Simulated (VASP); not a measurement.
Write the native input for VASP 6.6.1 that does the following.

| Property | Result |
| --- | --- |
| Task | single point |
| Functional | LDA |
| Potentials or basis | VASP PAW LDA potentials, release 64 (W_sv, Se) |
| Cutoff | 520 eV |
| k mesh | 12 × 12 × 2 |
| Occupations | gaussian, width 0.05 eV |
| Spin | no spin polarisation |
| Dipole correction | no |
| Further INCAR settings | ALGO = Normal; EDIFF = 1e-07; NBANDS = 20 |

The structure of WSe2 lies in POSCAR:

```
WSe2
1.0
    3.3179375931      0.0000000000      0.0000000000
   -1.6589687966      2.8734182438      0.0000000000
    0.0000000000      0.0000000000     16.6581424200
W Se
1 2
Direct
    0.0000000000      0.0000000000      0.0000000000
    0.3963631734      0.7128077120      0.0997865200
    0.2703034932      0.6205256213      0.9002134800
```

This cell differs from its parent crystal: atoms displaced along a vibrational mode.

These files were run (other wordings do the same):

INCAR

```
SYSTEM = WSe2
PREC = Accurate
ENCUT = 520
EDIFF = 1E-7
ISMEAR = 0
SIGMA = 0.05
LREAL = .False.
LASPH = .True.
NELM = 100
ALGO = Normal
ISIF = 2
LWAVE = .False.
LCHARG = .False.
GGA = CA
NBANDS = 20
```

KPOINTS

```
Automatic mesh
0
Gamma
  12 12 2
  0 0 0
```

Potentials or basis: VASP PAW LDA potentials, release 64 (W_sv, Se).

Command:

```console
$ cat potpaw_LDA.64/W_sv/POTCAR potpaw_LDA.64/Se/POTCAR > POTCAR
$ mpirun -np 1 vasp_std > vasp.out
```

It gave:

| Quantity | Value |
| --- | --- |
| Largest force | 1.727 eV/Å |
| Band gap on the k mesh | 1.46 eV |

Caveat: the cell differs from its parent crystal (atoms displaced along a vibrational mode); spin-orbit coupling is left out, which moves the levels of the heavy elements.

Wall time 6.2 min on 1 thread of Intel(R) Xeon(R) 6975P-C (Granite Rapids), with other jobs on the host, peak memory 0.58 GiB.
